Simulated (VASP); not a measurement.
Crystal: AlNi3.

```
CELL_PARAMETERS angstrom
0.00000 2.99674 2.99674
2.99674 0.00000 2.99674
2.99674 2.99674 0.00000
ATOMIC_POSITIONS crystal
Al 0.50000 0.50000 0.50000
Ni 0.25000 0.25000 0.25000
Ni 0.00000 0.00000 0.00000
Ni 0.75000 0.75000 0.75000
```

Base run:

```yaml
Program: VASP 6.6.1
Functional: PBE
Potentials_or_basis: VASP PAW PBE potentials, release 64 (Al, Ni)
Cutoff: 520 eV
k_mesh: 14 × 14 × 14
Occupations: gaussian, width 0.15 eV
Spin: collinear spin, ferromagnetic start
Starting_moments: "[0.0, 0.875, 0.875, 0.875] μB"
Fixed_moment: 2.625 μB
```

Its results: pressure -16.6 GPa; site moments Al +0.03; Ni +0.78, +0.92 (each value once) μB.

Problem. The run is repeated on the same cell with these changes: fixed moment from 2.625 μB to 1.875 μB; moments at the start from [0.0, 0.88, 0.88, 0.88] to [0.0, 0.62, 0.62, 0.62]. What comes out?

Solution. Pressure -18.0 GPa; site moments Al +0.01; Ni +0.56, +0.71 (each value once) μB.

Caveats: the cell stands under tension; the total moment is fixed, so each spin has its own Fermi level and the state may be an excited one.
